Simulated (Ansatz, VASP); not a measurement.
Two plane-wave programs on Hf2S

```
Hf S
1.0
     3.37427    0.00000    0.00000
    -1.68714    2.92221    0.00000
     0.00000    0.00000   11.71741
Hf S
4 2
Cartesian
  1.6871 0.9741 10.5435
  0.0000 1.9481 4.6848
  1.6871 0.9741 7.0327
  0.0000 1.9481 1.1739
  0.0000 0.0000 8.7881
  0.0000 0.0000 2.9294
```

Alike in both runs: task single point; functional r2SCAN; k mesh 12 × 12 × 4; occupations gaussian, width 0.1 eV; no spin polarisation.

|  | VASP | Ansatz |
| --- | --- | --- |
| version | VASP 6.6.1 | Ansatz 0.2.0 |
| potentials or method | VASP PAW PBE potentials, release 64 (Hf_pv, S), cutoff 520 eV | scalar-relativistic, plane waves, PAW |
| valence electrons in the cell | 52 | 116 |

Ansatz gave:

```
gap on the k mesh at the Fermi level (eV)                     : none
pressure (GPa)                                                : 0.9
traceless stress, the component that is largest in VASP (GPa) : 0.11
rms of the force components (eV/Å)                            : 0.007
```

Problem. What did VASP give for the same quantities?

Solution. gap on the k mesh at the Fermi level (eV): none; pressure (GPa): 0.0; traceless stress, the component that is largest in VASP (GPa): 0.01; rms of the force components (eV/Å): 0.012.

VASP's potentials were made for PBE, not for r2SCAN. Atom by atom the forces differ by 0.005 eV/Å (rms over components). A gap of «none» marks a metal or a gap that the smearing closes. VASP's potentials hold 52 valence electrons a cell and Ansatz's 116, so a difference there can come from the potentials and not from the codes.

Spin-orbit coupling is off throughout.
